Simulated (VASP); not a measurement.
# Mg (Im-3m) in VASP: single point with r2SCAN

Aim: the single point of Mg with r2SCAN.

Everything below comes from runs of VASP 6.6.1. Logs are shortened: lines on timing, memory, paths and dates and some standing lists are left out, and cuts for length are marked.

## 1. The cell of the first run

The structure is cubic, space group Im-3m (No. 229). The conventional cell has a = 2.953 Å, b = 2.953 Å, c = 2.953 Å, α = 90.00°, β = 90.00°, γ = 90.00°. Within 3.4 Å of Mg (site symmetry m-3m) lie 14 Mg at 2.56 to 2.95 Å.

This isn't the form of Mg at room conditions, which is hcp.

## 2. Single point, r2SCAN

The input, POSCAR:

```
Mg
1.0
   -1.4765000000      1.4765000000      1.4765000000
    1.4765000000     -1.4765000000      1.4765000000
    1.4765000000      1.4765000000     -1.4765000000
Mg
1
Direct
    0.0000000000      0.0000000000      0.0000000000
```

The input, INCAR.step1:

```
SYSTEM = Mg
PREC = Accurate
ENCUT = 660
ISMEAR = -1
SIGMA = 0.1
LREAL = .FALSE.
LASPH = .TRUE.
NELM = 120
NBANDS = 7
GGA = PE
ALGO = Normal
EDIFF = 1E-5
LWAVE = .TRUE.
LCHARG = .FALSE.
GGA_COMPAT = .FALSE.
```

The input, INCAR.step2:

```
SYSTEM = Mg
PREC = Accurate
ENCUT = 660
EDIFF = 1E-6
ISMEAR = -1
SIGMA = 0.1
LREAL = .FALSE.
LASPH = .TRUE.
NELM = 120
ALGO = Normal
ISIF = 2
LWAVE = .FALSE.
LCHARG = .FALSE.
METAGGA = R2SCAN
LMIXTAU = .TRUE.
NBANDS = 7
ISTART = 1
GGA_COMPAT = .FALSE.
```

The input, KPOINTS:

```
regular mesh
0
G
  13 13 13
  0 0 0
```

Potentials or basis: VASP PAW PBE potentials, release 64 (Mg).

The run is started by

```sh
$ cat potpaw_PBE.64/Mg/POTCAR > POTCAR
$ cp INCAR.step1 INCAR
$ mpirun -np 1 vasp_std > vasp.out
$ cp INCAR.step2 INCAR
$ mpirun -np 1 vasp_std > vasp.out
```

OUTCAR:

```text
SYSTEM = Mg
   PREC = Accurate
   ENCUT = 660
   EDIFF = 1E-6
   ISMEAR = -1
   LREAL = .FALSE.
   LASPH = .TRUE.
   NELM = 120
   ISIF = 2
   METAGGA = R2SCAN
   ISTART = 1

 ion  position               nearest neighbor table
   1  0.000  0.000  0.000-

  LATTYP: Found a body centered cubic cell.
 ALAT       =     2.9530000000

  Lattice vectors:

 A1 = (  -1.4765000000,   1.4765000000,   1.4765000000)
 A2 = (   1.4765000000,  -1.4765000000,   1.4765000000)
 A3 = (   1.4765000000,   1.4765000000,  -1.4765000000)

Analysis of symmetry for initial positions (statically):
=====================================================================
 Subroutine PRICEL returns:
 Original cell was already a primitive cell.

 Routine SETGRP: Setting up the symmetry group for a
 body centered cubic supercell.

 Subroutine GETGRP returns: Found 48 space group operations
 (whereof 48 operations were pure point group operations)
 out of a pool of 48 trial point group operations.

The static configuration has the point symmetry O_h .

Analysis of symmetry for dynamics (positions and initial velocities):
=====================================================================
 Subroutine PRICEL returns:
 Original cell was already a primitive cell.

 Routine SETGRP: Setting up the symmetry group for a
 body centered cubic supercell.

 Subroutine GETGRP returns: Found 48 space group operations
 (whereof 48 operations were pure point group operations)
 out of a pool of 48 trial point group operations.

The dynamic configuration has the point symmetry O_h .

 Subroutine INISYM returns: Found 48 space group operations
 (whereof 48 operations are pure point group operations),
 and found     1 'primitive' translations

----------------------------------------------------------------------------------------

                                     Primitive cell

  volume of cell :      12.8754

  direct lattice vectors                    reciprocal lattice vectors
    -1.476500000  1.476500000  1.476500000     0.000000000  0.338638673  0.338638673
     1.476500000 -1.476500000  1.476500000     0.338638673  0.000000000  0.338638673
     1.476500000  1.476500000 -1.476500000     0.338638673  0.338638673  0.000000000

  length of vectors
     2.557373017  2.557373017  2.557373017     0.478907403  0.478907403  0.478907403

  position of ions in fractional coordinates (direct lattice)
     0.000000000  0.000000000  0.000000000

  ion indices of the primitive-cell ions
   primitive index   ion index
                 1           1

----------------------------------------------------------------------------------------

 KPOINTS: regular mesh

Automatic generation of k-mesh.
 Grid dimensions read from file:
 generate k-points for:   13   13   13

 Generating k-lattice:

  Cartesian coordinates                     Fractional coordinates (reciprocal lattice)
     0.000000000  0.026049129  0.026049129     0.076923077  0.000000000  0.000000000
     0.026049129  0.000000000  0.026049129     0.000000000  0.076923077  0.000000000
     0.026049129  0.026049129  0.000000000     0.000000000  0.000000000  0.076923077

  Length of vectors
     0.036839031  0.036839031  0.036839031

  Shift w.r.t. Gamma in fractional coordinates (k-lattice)
     0.000000000  0.000000000  0.000000000

 Subroutine IBZKPT returns following result:
 ===========================================

 Found     84 irreducible k-points:

 Following reciprocal coordinates:
            Coordinates               Weight
  0.000000  0.000000  0.000000      1.000000
  0.076923  0.000000  0.000000     12.000000
  0.153846  0.000000  0.000000     12.000000
  0.230769  0.000000  0.000000     12.000000
  0.307692  0.000000  0.000000     12.000000
  0.384615  0.000000  0.000000     12.000000
[... 16 lines left out ...]
  0.153846  0.076923  0.076923     24.000000
  0.230769  0.076923  0.076923     24.000000
 [... further k-points ...]
   k-points           NKPTS =     84   k-points in BZ     NKDIM =     84   number of bands    NBANDS=      7
   number of dos      NEDOS =    301   number of ions     NIONS =      1
   total plane-waves  NPLWV =  13824
   dimension x,y,z NGX =    24 NGY =   24 NGZ =   24
   dimension x,y,z NGXF=    48 NGYF=   48 NGZF=   48
   ions per type =               1
   NGX,Y,Z   is equivalent  to a cutoff of  15.60, 15.60, 15.60 a.u.
   NGXF,Y,Z  is equivalent  to a cutoff of  31.20, 31.20, 31.20 a.u.
 SYSTEM =  Mg
   PREC   = accura    normal or accurate (medium, high low for compatibility)
   ISTART =      1    job   : 0-new  1-cont  2-samecut
   ICHARG =      0    charge: 1-file 2-atom 10-const
   ISPIN  =      1    spin polarized calculation?
   LNONCOLLINEAR =      F non collinear calculations
   LSORBIT =      F    spin-orbit coupling
   LASPH  =      T    aspherical Exc in radial PAW
   ENCUT  =  660.0 eV  48.51 Ry    6.96 a.u.   5.36  5.36  5.36*2*pi/ulx,y,z
   NELM   =    120;   NELMIN=  2; NELMDL=  0     # of ELM steps
   EDIFF  = 0.1E-05   stopping-criterion for ELM
   LREAL  =      F    real-space projection
   EDIFFG = 0.1E-04   stopping-criterion for IOM
   NSW    =      0    number of steps for IOM
   IBRION =     -1    ionic relax: 0-MD 1-quasi-New 2-CG
   NFREE  =      0    steps in history (QN), initial steepest desc. (CG)
   ISIF   =      2    stress and relaxation
   ISYM   =      2    0-nonsym 1-usesym 2-fastsym
   POTIM  = 0.5000    time-step for ionic-motion
   TEBEG  =    0.0;   TEEND  =   0.0 temperature during run
   PSTRESS=    0.0 pullay stress
   NELECT =       2.0000    total number of electrons
   NUPDOWN=      -1.0000    fix difference up-down
   EMIN   =  10.00;   EMAX   =-10.00  energy-range for DOS
   EFERMI =   0.00;   METHOD = LEGACY
   ISMEAR =    -1;   SIGMA  =   0.10  broadening in eV -4-tet -1-fermi 0-gaus
   EFERMI_NEDOS =   21; number of points for ismear=-14 and -15
   IALGO  =     38    algorithm
   IMIX   =      4    mixing-type and parameters
     AMIX     =   0.40;   BMIX     =  1.00
     AMIX_MAG =   1.60;   BMIX_MAG =  1.00
  volume/ion in A,a.u.               =      12.88        86.89
  Fermi-wavevector in a.u.,A,eV,Ry     =   0.880031  1.663018 10.537098  0.774455
  Thomas-Fermi vector in A             =   2.000336
   LORBIT       =      0    0 simple, 1 ext, 2 COOP (PROOUT), +10 PAW based schemes
   METAGGA = R2SCAN    functional components
   LHFCALC =     F    Hartree Fock is set to
   AEXX    =    0.0000 exact exchange contribution
   IVDW    =     0    specifies the selected vdW correction
   LEPSILON=     F    determine dielectric tensor
   LRPA    =     F    only Hartree local field effects (RPA)
 non-spin polarized calculation
  energy-cutoff  :      660.00
  volume of cell :       12.88
 maximum number of plane-waves:       531
 NGX is ok and might be reduce to    24
   NGX = 11   NGY = 11   NGZ = 11

 number of electron       2.0000000 magnetization

 Free energy of the ion-electron system (eV)
  ---------------------------------------------------
  ext. energy  EPLUGINS =         0.00000000
  ---------------------------------------------------
  free energy    TOTEN  =        -2.92703278 eV

  energy without entropy =       -2.91572354  energy(sigma->0) =       -2.92137816

 E-fermi :   6.5509     XC(G=0): -11.1552

 val. band max:        6.5162403065   @ k =   0.2308   0.2308   0.2308
 cond. band min:       6.5698581329   @ k =  -0.3846  -0.4615   0.2308
 fundamental gap:      0.0536178264
 Fermi energy:         6.5508705046

 k-point     1 :       0.0000    0.0000    0.0000
  band No.  band energies     occupation
      1      -3.8074      2.00000
      2      25.0933      0.00000
      3      25.0933      0.00000
      4      25.0933      0.00000
      5      27.9566      0.00000
      6      27.9566      0.00000
      7      29.5798      0.00000

 k-point     2 :       0.0769    0.0000    0.0000
  band No.  band energies     occupation
      1      -3.5905      2.00000
      2      23.0485      0.00000
      3      23.9624      0.00000
      4      24.8574      0.00000
      5      26.6901      0.00000
      6      26.7193      0.00000
      7      30.9339      0.00000

 k-point     3 :       0.1538    0.0000    0.0000
  band No.  band energies     occupation
      1      -2.9450      2.00000
      2      19.2479      0.00000
      3      22.1596      0.00000
      4      24.3124      0.00000
      5      25.1429      0.00000
      6      26.6013      0.00000
      7      32.2736      0.00000

 k-point     4 :       0.2308    0.0000    0.0000
  band No.  band energies     occupation
      1      -1.8860      2.00000
      2      15.5455      0.00000
      3      20.5685      0.00000
      4      23.7137      0.00000
      5      23.8852      0.00000
      6      26.4547      0.00000
      7      32.7323      0.00000

 k-point     5 :       0.3077    0.0000    0.0000
  band No.  band energies     occupation
      1      -0.4378      2.00000
      2      12.1331      0.00000
      3      19.3395      0.00000
      4      22.9524      0.00000
      5      23.2085      0.00000
      6      26.0577      0.00000
      7      33.5890      0.00000
[... 161 lines left out ...]
 k-point    22 :       0.0769    0.0769    0.0769
  band No.  band energies     occupation
      1      -2.5189      2.00000
      2      18.8828      0.00000
      3      18.8828      0.00000
      4      22.8963      0.00000
      5      27.8510      0.00000
      6      27.8510      0.00000
      7      30.8777      0.00000

 k-point    23 :       0.1538    0.0769    0.0769
  band No.  band energies     occupation
      1      -1.4681      2.00000
      2      15.5586      0.00000
      3      17.3425      0.00000
      4      21.7385      0.00000
      5      27.6794      0.00000
      6      28.3476      0.00000
      7      32.9866      0.00000

 k-point    24 :       0.2308    0.0769    0.0769
  band No.  band energies     occupation
      1      -0.0318      2.00000
      2      12.3185      0.00000
      3      16.1863      0.00000
      4      20.8368      0.00000
      5      26.8753      0.00000
      6      28.5895      0.00000
      7      33.9146      0.00000

 [... further k-points ...]

------------------------ aborting loop because EDIFF is reached ----------------------------------------

  FORCE on cell =-STRESS in cart. coord.  units (eV):
  Direction    XX          YY          ZZ          XY          YZ          ZX
  --------------------------------------------------------------------------------------
  -------------------------------------------------------------------------------------
  Total        5.0897838      5.0897838      5.0897838      0.0000000     -0.0000000      0.0000000
  in kB      633.3584545    633.3584545    633.3584545      0.0000000     -0.0000000      0.0000000
  external PRESSURE =     633.3584545 kB  Pullay stress =       0.0000000 kB

 VOLUME and BASIS-vectors are now :
 -----------------------------------------------------------------------------
  energy-cutoff  :      660.00
  volume of cell :       12.88
      direct lattice vectors                 reciprocal lattice vectors
    -1.476500000  1.476500000  1.476500000     0.000000000  0.338638673  0.338638673
     1.476500000 -1.476500000  1.476500000     0.338638673  0.000000000  0.338638673
     1.476500000  1.476500000 -1.476500000     0.338638673  0.338638673  0.000000000

 POSITION                                       TOTAL-FORCE (eV/Angst)
 -----------------------------------------------------------------------------------
      0.00000      0.00000      0.00000         0.000000     -0.000000     -0.000000
 -----------------------------------------------------------------------------------
    total drift:                                0.000000     -0.000000      0.000000

  FREE ENERGIE OF THE ION-ELECTRON SYSTEM (eV)
  ---------------------------------------------------
  free  energy   TOTEN  =        -2.9270327817 eV

  energy  without entropy=       -2.9157235431  energy(sigma->0) =       -2.92137816
```

It took 23 s on 1 thread of Intel Xeon Platinum 8259CL at 2.50GHz (Skylake/Cascade Lake), shared host; peak memory 0.15 GiB.

Results:

```
Free energy            : -2.9270 eV
Pressure               : 63.3 GPa
Band gap on the k mesh : zero (bands 1 and 2 overlap by 3.74 eV)
```

Levels at points of the mesh, in eV from the Fermi level:
```csv
k point,band 1,band 2,band 3,band 4,band 5,band 6
"(0.00, 0.00, 0.00)",-10.36,18.54,18.54,18.54,21.41,21.41
```

Caveat: the cell stands under pressure; the PAW data sets were made with another functional, which shifts forces and pressure a little.
